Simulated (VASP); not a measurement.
# NbP (I4_1md) in VASP: a series of runs

NbP is run at these levels: LDA, PBE, r2SCAN; tasks: single point.

Program: VASP 6.6.1. These are calculated values, not measurements. Logs are shortened: lines on timing, memory, paths and dates and some standing lists are left out, and cuts for length are marked.

## 1. The cell of the first run

Symmetry: I4_1md, No. 109, tetragonal system. The conventional cell has a = 3.338 Å, b = 3.338 Å, c = 11.464 Å, α = 90.00°, β = 90.00°, γ = 90.00°. Within 3.4 Å of Nb (site symmetry 2mm) lie 6 P at 2.54 to 2.55 Å and 8 Nb at 3.32 to 3.34 Å. P (site symmetry 2mm) has 6 Nb at 2.54 to 2.55 Å and 8 P at 3.32 to 3.34 Å within 3.4 Å.

## 2. Single point, LDA

INCAR reads:

```
PREC = Accurate
ENCUT = 520
EDIFF = 1E-6
ISMEAR = -1
SIGMA = 0.02
LREAL = F
LASPH = T
NELM = 100
ALGO = Normal
ISIF = 2
LWAVE = F
LCHARG = F
NBANDS = 26
```

KPOINTS reads:

```
Automatic mesh
0
Gamma
  10 10 10
```

POSCAR reads:

```
NbP
1.0
   -1.6691837344      1.6691837344      5.7320230773
    1.6691837344     -1.6691837344      5.7320230773
    1.6691837344      1.6691837344     -5.7320230773
Nb P
2 2
Direct
    0.7498223610      0.7498223610      0.0000000000
    0.4998223610      0.9998223610      0.5000000000
    0.3328062140      0.3328062140      0.0000000000
    0.0828062140      0.5828062140      0.5000000000
```

Potentials or basis: VASP PAW LDA potentials, release 64 (Nb_sv, P).

The run is started by

```sh
$ cat potpaw_LDA.64/Nb_sv/POTCAR potpaw_LDA.64/P/POTCAR > POTCAR
$ mpirun -np 1 vasp_std > vasp.out
```

OUTCAR:

```text
PREC = Accurate
   ENCUT = 520
   EDIFF = 1E-6
   ISMEAR = -1
   LREAL = F
   LASPH = T
   NELM = 100
   ISIF = 2

 ion  position               nearest neighbor table
   1  0.750  0.750  0.000-   4 2.54   4 2.54   3 2.55   3 2.55   3 2.55   3 2.55
   2  0.500  1.000  0.500-   3 2.54   3 2.54   4 2.55   4 2.55   4 2.55   4 2.55
   3  0.333  0.333  0.000-   2 2.54   2 2.54   1 2.55   1 2.55   1 2.55   1 2.55
   4  0.083  0.583  0.500-   1 2.54   1 2.54   2 2.55   2 2.55   2 2.55   2 2.55

  LATTYP: Found a body centered tetragonal cell.
 ALAT       =     3.3383674688
 C/A-ratio  =     3.4340276383

  Lattice vectors:

 A1 = (  -1.6691837344,   1.6691837344,   5.7320230773)
 A2 = (   1.6691837344,  -1.6691837344,   5.7320230773)
 A3 = (   1.6691837344,   1.6691837344,  -5.7320230773)

Analysis of symmetry for initial positions (statically):
=====================================================================
 Subroutine PRICEL returns:
 Original cell was already a primitive cell.

 Routine SETGRP: Setting up the symmetry group for a
 body centered tetragonal supercell.

 Subroutine GETGRP returns: Found  8 space group operations
 (whereof  4 operations were pure point group operations)
 out of a pool of 16 trial point group operations.

The static configuration has the point symmetry C_2v.
 The point group associated with its full space group is C_4v.

Analysis of symmetry for dynamics (positions and initial velocities):
=====================================================================
 Subroutine PRICEL returns:
 Original cell was already a primitive cell.

 Routine SETGRP: Setting up the symmetry group for a
 body centered tetragonal supercell.

 Subroutine GETGRP returns: Found  8 space group operations
 (whereof  4 operations were pure point group operations)
 out of a pool of 16 trial point group operations.

The dynamic configuration has the point symmetry C_2v.
 The point group associated with its full space group is C_4v.

 Subroutine INISYM returns: Found  8 space group operations
 (whereof  4 operations are pure point group operations),
 and found     1 'primitive' translations

----------------------------------------------------------------------------------------

                                     Primitive cell

  volume of cell :      63.8817

  direct lattice vectors                    reciprocal lattice vectors
    -1.669183734  1.669183734  5.732023077     0.000000000  0.299547611  0.087229237
     1.669183734 -1.669183734  5.732023077     0.299547611  0.000000000  0.087229237
     1.669183734  1.669183734 -5.732023077     0.299547611  0.299547611  0.000000000

  length of vectors
     6.199067449  6.199067449  6.199067449     0.311989921  0.311989921  0.423624294

  position of ions in fractional coordinates (direct lattice)
     0.749822361  0.749822361  0.000000000
     0.499822361  0.999822361  0.500000000
     0.332806214  0.332806214  0.000000000
     0.082806214  0.582806214  0.500000000

  ion indices of the primitive-cell ions
   primitive index   ion index
                 1           1
                 2           2
                 3           3
                 4           4

----------------------------------------------------------------------------------------

 KPOINTS: Automatic mesh

Automatic generation of k-mesh.
 Grid dimensions read from file:
 generate k-points for:   10   10   10

 Generating k-lattice:

  Cartesian coordinates                     Fractional coordinates (reciprocal lattice)
     0.000000000  0.029954761  0.008722924     0.100000000  0.000000000 -0.000000000
     0.029954761  0.000000000  0.008722924     0.000000000  0.100000000 -0.000000000
     0.029954761  0.029954761  0.000000000     0.000000000  0.000000000  0.100000000

  Length of vectors
     0.031198992  0.031198992  0.042362429

  Shift w.r.t. Gamma in fractional coordinates (k-lattice)
     0.000000000  0.000000000  0.000000000

 Subroutine IBZKPT returns following result:
 ===========================================

 Found    102 irreducible k-points:

 Following reciprocal coordinates:
            Coordinates               Weight
  0.000000  0.000000  0.000000      1.000000
  0.100000 -0.000000  0.000000      8.000000
  0.200000 -0.000000  0.000000      8.000000
  0.300000  0.000000  0.000000      8.000000
  0.400000  0.000000  0.000000      8.000000
  0.500000  0.000000  0.000000      4.000000
[... 16 lines left out ...]
  0.300000  0.300000  0.000000      8.000000
  0.400000  0.300000  0.000000     16.000000
 [... further k-points ...]
   k-points           NKPTS =    102   k-points in BZ     NKDIM =    102   number of bands    NBANDS=     26
   number of dos      NEDOS =    301   number of ions     NIONS =      4
   total plane-waves  NPLWV = 110592
   dimension x,y,z NGX =    48 NGY =   48 NGZ =   48
   dimension x,y,z NGXF=    96 NGYF=   96 NGZF=   96
   ions per type =               2   2
   NGX,Y,Z   is equivalent  to a cutoff of  12.87, 12.87, 12.87 a.u.
   NGXF,Y,Z  is equivalent  to a cutoff of  25.75, 25.75, 25.75 a.u.
 SYSTEM =  unknown system
   PREC   = accura    normal or accurate (medium, high low for compatibility)
   ISTART =      0    job   : 0-new  1-cont  2-samecut
   ICHARG =      2    charge: 1-file 2-atom 10-const
   ISPIN  =      1    spin polarized calculation?
   LNONCOLLINEAR =      F non collinear calculations
   LSORBIT =      F    spin-orbit coupling
   LASPH  =      T    aspherical Exc in radial PAW
   ENCUT  =  520.0 eV  38.22 Ry    6.18 a.u.  11.53 11.53 11.53*2*pi/ulx,y,z
   NELM   =    100;   NELMIN=  2; NELMDL= -5     # of ELM steps
   EDIFF  = 0.1E-05   stopping-criterion for ELM
   LREAL  =      F    real-space projection
   EDIFFG = 0.1E-04   stopping-criterion for IOM
   NSW    =      0    number of steps for IOM
   IBRION =     -1    ionic relax: 0-MD 1-quasi-New 2-CG
   NFREE  =      0    steps in history (QN), initial steepest desc. (CG)
   ISIF   =      2    stress and relaxation
   ISYM   =      2    0-nonsym 1-usesym 2-fastsym
   POTIM  = 0.5000    time-step for ionic-motion
   TEBEG  =    0.0;   TEEND  =   0.0 temperature during run
   PSTRESS=    0.0 pullay stress
   NELECT =      36.0000    total number of electrons
   NUPDOWN=      -1.0000    fix difference up-down
   EMIN   =  10.00;   EMAX   =-10.00  energy-range for DOS
   EFERMI =   0.00;   METHOD = LEGACY
   ISMEAR =    -1;   SIGMA  =   0.02  broadening in eV -4-tet -1-fermi 0-gaus
   EFERMI_NEDOS =   21; number of points for ismear=-14 and -15
   IALGO  =     38    algorithm
   IMIX   =      4    mixing-type and parameters
     AMIX     =   0.40;   BMIX     =  1.00
     AMIX_MAG =   1.60;   BMIX_MAG =  1.00
  volume/ion in A,a.u.               =      15.97       107.77
  Fermi-wavevector in a.u.,A,eV,Ry     =   1.352229  2.555342 24.878571  1.828523
  Thomas-Fermi vector in A             =   2.479585
   LORBIT       =      0    0 simple, 1 ext, 2 COOP (PROOUT), +10 PAW based schemes
   GGA     = CA    functional components
   LHFCALC =     F    Hartree Fock is set to
   AEXX    =    0.0000 exact exchange contribution
   IVDW    =     0    specifies the selected vdW correction
   LEPSILON=     F    determine dielectric tensor
   LRPA    =     F    only Hartree local field effects (RPA)
 non-spin polarized calculation
  energy-cutoff  :      520.00
  volume of cell :       63.88
 maximum number of plane-waves:      1738
 NGX is ok and might be reduce to    48
   NGX = 23   NGY = 23   NGZ = 23

 number of electron      36.0000000 magnetization

 Free energy of the ion-electron system (eV)
  ---------------------------------------------------
  ext. energy  EPLUGINS =         0.00000000
  ---------------------------------------------------
  free energy    TOTEN  =       -38.96243956 eV

  energy without entropy =      -38.96145231  energy(sigma->0) =      -38.96194594

 E-fermi :  10.5178     XC(G=0): -12.1914

 val. band max:       10.4803203921   @ k =  -0.2000   0.3000   0.2000
 cond. band min:      10.5351443006   @ k =  -0.3000   0.5000   0.3000
 fundamental gap:      0.0548239085
 Fermi energy:        10.5178255258

 k-point     1 :       0.0000    0.0000    0.0000
  band No.  band energies     occupation
      1     -44.0741      2.00000
      2     -44.0350      2.00000
      3     -20.5192      2.00000
      4     -20.3097      2.00000
      5     -20.3097      2.00000
      6     -20.1607      2.00000
[... 18 lines left out ...]
     25      14.6314      0.00000
     26      14.6315      0.00000

 k-point     2 :       0.1000   -0.0000    0.0000
  band No.  band energies     occupation
      1     -44.0716      2.00000
      2     -44.0340      2.00000
      3     -20.5098      2.00000
      4     -20.3374      2.00000
      5     -20.3075      2.00000
      6     -20.1886      2.00000
[... 18 lines left out ...]
     25      14.6695      0.00000
     26      15.0996      0.00000

 k-point     3 :       0.2000   -0.0000    0.0000
  band No.  band energies     occupation
      1     -44.0649      2.00000
      2     -44.0314      2.00000
      3     -20.4905      2.00000
      4     -20.4031      2.00000
      5     -20.3016      2.00000
      6     -20.2549      2.00000
[... 18 lines left out ...]
     25      15.1350      0.00000
     26      16.0310      0.00000

 k-point     4 :       0.3000    0.0000    0.0000
  band No.  band energies     occupation
      1     -44.0561      2.00000
      2     -44.0286      2.00000
      3     -20.5240      2.00000
      4     -20.4276      2.00000
      5     -20.3265      2.00000
      6     -20.2943      2.00000
[... 18 lines left out ...]
     25      15.2457      0.00000
     26      16.7439      0.00000
[... 496 lines left out ...]
      1     -44.0574      2.00000
      2     -44.0262      2.00000
      3     -20.4764      2.00000
      4     -20.4086      2.00000
      5     -20.3760      2.00000
      6     -20.2534      2.00000
[... 18 lines left out ...]
     25      14.8388      0.00000
     26      16.0887      0.00000

 k-point    23 :       0.3000    0.3000    0.0000
  band No.  band energies     occupation
      1     -44.0371      2.00000
      2     -44.0239      2.00000
      3     -20.4934      2.00000
      4     -20.4929      2.00000
      5     -20.3595      2.00000
      6     -20.3187      2.00000
[... 18 lines left out ...]
     25      15.6275      0.00000
     26      16.0593      0.00000

 k-point    24 :       0.4000    0.3000    0.0000
  band No.  band energies     occupation
      1     -44.0305      2.00000
      2     -44.0215      2.00000
      3     -20.5588      2.00000
      4     -20.4826      2.00000
      5     -20.3860      2.00000
      6     -20.3262      2.00000
[... 18 lines left out ...]
     25      15.7156      0.00000
     26      16.1775      0.00000

 [... further k-points ...]
[... 5 lines left out ...]
  --------------------------------------------------------------------------------------
  -------------------------------------------------------------------------------------
  Total       -3.1683005     -3.1683005     -3.2012705      0.0000000      0.0000000      0.0000000
  in kB      -79.4622289    -79.4622289    -80.2891298      0.0000000      0.0000000      0.0000000
  external PRESSURE =     -79.7378625 kB  Pullay stress =       0.0000000 kB

 VOLUME and BASIS-vectors are now :
 -----------------------------------------------------------------------------
  energy-cutoff  :      520.00
  volume of cell :       63.88
      direct lattice vectors                 reciprocal lattice vectors
    -1.669183734  1.669183734  5.732023077     0.000000000  0.299547611  0.087229237
     1.669183734 -1.669183734  5.732023077     0.299547611  0.000000000  0.087229237
     1.669183734  1.669183734 -5.732023077     0.299547611  0.299547611  0.000000000

 POSITION                                       TOTAL-FORCE (eV/Angst)
 -----------------------------------------------------------------------------------
      0.00000      0.00000      8.59600         0.000000     -0.000000      0.017106
      1.66918      0.00000      5.72999        -0.000000      0.000000      0.017106
      0.00000      0.00000      3.81531        -0.000000      0.000000     -0.017106
      1.66918      0.00000      0.94929         0.000000     -0.000000     -0.017106
 -----------------------------------------------------------------------------------
    total drift:                               -0.000000     -0.000000      0.000261

  FREE ENERGIE OF THE ION-ELECTRON SYSTEM (eV)
  ---------------------------------------------------
  free  energy   TOTEN  =       -38.9624395632 eV

  energy  without entropy=      -38.9614523107  energy(sigma->0) =      -38.96194594
```

Wall time 6.8 min (1 thread of Intel Xeon Platinum 8488C (Sapphire Rapids), shared host); peak memory 0.34 GiB.

Results:

* Free energy: -38.9624 eV
* Pressure: -8.0 GPa
* Largest force: 0.017 eV/Å
* Band gap on the k mesh: zero (bands 18 and 19 overlap by 0.17 eV)

Forces in eV/Å, atoms in the order of the input:
```
Nb   0.000  0.000  0.017
Nb   0.000  0.000  0.017
P    0.000  0.000 -0.017
P    0.000  0.000 -0.017
```

Caveat: the cell stands under tension.

## 3. Single point, PBE

This run uses another cell than the first one, of 16.01 Å³/atom.

INCAR reads:

```
SYSTEM = NbP
PREC = Accurate
ENCUT = 520
EDIFF = 1E-6
ISMEAR = -1
SIGMA = 0.02
LREAL = .FALSE.
LASPH = .TRUE.
NELM = 80
ALGO = Normal
ISIF = 2
LWAVE = .FALSE.
LCHARG = .FALSE.
GGA = PE
NBANDS = 26
```

KPOINTS reads:

```
Automatic mesh
0
G
  10 10 10
  0 0 0
```

POSCAR reads:

```
NbP
1.0
   -1.6725842976      1.6725842976      5.7225278398
    1.6725842976     -1.6725842976      5.7225278398
    1.6725842976      1.6725842976     -5.7225278398
Nb P
2 2
Direct
    0.7499687201      0.7499687201      0.0000000000
    0.4999687201      0.9999687201      0.5000000000
    0.3326598549      0.3326598549      0.0000000000
    0.0826598549      0.5826598549      0.5000000000
```

Potentials or basis: VASP PAW PBE potentials, release 64 (Nb_sv, P).

The run is started by

```sh
$ cat potpaw_PBE.64/Nb_sv/POTCAR potpaw_PBE.64/P/POTCAR > POTCAR
$ mpirun -np 1 vasp_std > vasp.out
```

It took 7.9 min on 1 thread of Intel Xeon Platinum 8488C (Sapphire Rapids), shared host; peak memory 0.4 GiB.

Results (log left out):

```
Free energy            : -35.3134 eV
Pressure               : -0.4 GPa
Band gap on the k mesh : zero (bands 18 and 19 overlap by 0.15 eV)
```

Levels at points of the mesh, in eV from the Fermi level:
```
           k point  band 16  band 17  band 18  band 19  band 20  band 21
(0.00, 0.00, 0.00)    -1.71    -1.36    -1.36     0.83     1.60     2.67
(0.50, 0.00, 0.00)    -1.87    -1.51    -0.12     0.07     1.32     2.46
(0.50, 0.50, 0.00)    -2.85    -0.43    -0.43     2.98     2.98     3.08
(0.50, 0.50, 0.50)    -2.67    -0.53    -0.53     1.19     1.19     2.32
```

## 4. Single point, r2SCAN

POSCAR reads:

```
NbP
1.0
   -1.6691837344      1.6691837344      5.7320230773
    1.6691837344     -1.6691837344      5.7320230773
    1.6691837344      1.6691837344     -5.7320230773
Nb P
2 2
Direct
    0.7498223610      0.7498223610      0.0000000000
    0.4998223610      0.9998223610      0.5000000000
    0.3328062140      0.3328062140      0.0000000000
    0.0828062140      0.5828062140      0.5000000000
```

INCAR.step1 reads:

```
SYSTEM = NbP
  ALGO = Normal
  EDIFF = 1E-4
  ENCUT = 520
  GGA = PE
  ISMEAR = -1
  LASPH = .TRUE.
  LCHARG = .FALSE.
  LREAL = .FALSE.
  LWAVE = .TRUE.
  NBANDS = 26
  NELM = 80
  PREC = Accurate
  SIGMA = 0.02
```

INCAR.step2 reads:

```
SYSTEM = NbP
  ALGO = Normal
  EDIFF = 1E-6
  ENCUT = 520
  ISIF = 2
  ISMEAR = -1
  ISTART = 1
  LASPH = .TRUE.
  LCHARG = .FALSE.
  LMIXTAU = .TRUE.
  LREAL = .FALSE.
  LWAVE = .FALSE.
  METAGGA = R2SCAN
  NBANDS = 26
  NELM = 80
  PREC = Accurate
  SIGMA = 0.02
```

KPOINTS reads:

```
k-points
0
G
  10 10 10
  0 0 0
```

The run is started by

```sh
$ cat potpaw_PBE.64/Nb_sv/POTCAR potpaw_PBE.64/P/POTCAR > POTCAR
$ cp INCAR.step1 INCAR
$ mpirun -np 1 vasp_std > vasp.out
$ cp INCAR.step2 INCAR
$ mpirun -np 1 vasp_std > vasp.out
```

It took 27 min on 1 thread of Intel Xeon Platinum 8488C (Sapphire Rapids), shared host; peak memory 0.44 GiB.

It converged, with:

```
Free energy            : -72.0523 eV
Pressure               : -0.4 GPa
Band gap on the k mesh : zero (bands 18 and 19 overlap by 0.13 eV)
```

Levels at points of the mesh, in eV from the Fermi level:
```csv
k point,band 16,band 17,band 18,band 19,band 20,band 21
"(0.00, 0.00, 0.00)",-1.82,-1.49,-1.49,0.89,1.69,2.82
"(0.50, 0.00, 0.00)",-2.04,-1.61,-0.18,0.09,1.40,2.62
"(0.50, 0.50, 0.00)",-3.09,-0.51,-0.51,3.18,3.18,3.25
"(0.50, 0.50, 0.50)",-2.78,-0.64,-0.64,1.27,1.27,2.45
```

Caveat: the PAW data sets were made with another functional, which shifts forces and pressure a little.

## 5. Overview

```csv
level,potentials or basis,cell,gap on the mesh (eV),pressure (GPa)
LDA,"VASP PAW LDA potentials, release 64 (Nb_sv, P)","a = 6.199 Å, angles 148.8, 148.8, 44.8°, 4 atoms, atomic positions A",none,-8.0
PBE,"VASP PAW PBE potentials, release 64 (Nb_sv, P)","a = 6.192 Å, angles 148.7, 148.7, 44.9°, 4 atoms, atomic positions B",none,-0.4
r2SCAN,"VASP PAW PBE potentials, release 64 (Nb_sv, P)","a = 6.199 Å, angles 148.8, 148.8, 44.8°, 4 atoms, atomic positions A",none,-0.4
```

Alike in all rows: task single point; no spin polarisation; k mesh 10 × 10 × 10; cutoff (eV) 520; smearing fermi-dirac 0.02 eV.

Caveats: the cell stands under tension (at least some runs); the PAW data sets were made with another functional, which shifts forces and pressure a little (at least some runs).

Absolute energies hang on the potentials; compare differences alone.

The gap in the log of VASP goes by the Fermi energy; the results here count the filled bands.